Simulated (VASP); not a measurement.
Input of a VASP 6.6.1 run:

The input INCAR:

```
ALGO = Normal
EDIFF = 1E-6
ENCUT = 840
GGA = PE
GGA_COMPAT = F
ISIF = 2
ISMEAR = 0
LASPH = T
LCHARG = F
LREAL = F
LWAVE = F
NBANDS = 28
NELM = 120
PREC = Accurate
SIGMA = 0.15
```

Contents of KPOINTS:

```
k-points
0
Gamma
  3 3 3
```

POSCAR

```
KMgF3
1.0
    2.3903416729      1.3800644070      4.3094464863
   -2.3903416729      1.3800644070      4.3094464863
    0.0000000000     -2.7601288179      4.3094464850
K Mg F
1 1 3
Direct
    0.0000000000      0.0000000000      0.0000000000
    0.5000000000      0.5000000000      0.5000000000
    0.0000000000      0.0000000000      0.5000000000
    0.5000000000      0.0000000000      0.0000000000
    0.0000000000      0.5000000000      0.0000000000
```

Potentials or basis: VASP PAW PBE potentials, release 64 (K_sv, Mg_sv, F).

The run is started by

```console
$ cat potpaw_PBE.64/K_sv/POTCAR potpaw_PBE.64/Mg_sv/POTCAR potpaw_PBE.64/F/POTCAR > POTCAR
$ mpirun -np 1 vasp_std > vasp.out
```

Q: Estimate the band gap on the k mesh.

A: 0.41 eV.

Q: What does it give for the pressure?

A: 0.3 GPa.

Stress tensor (GPa, compression positive):
```
0.39 0.00 0.00
0.00 0.39 0.00
0.00 0.00 0.14
```

Caveat: the k points lie up to 0.53 Å⁻¹ apart; semilocal functionals underestimate gaps, and a narrow one can read as zero.
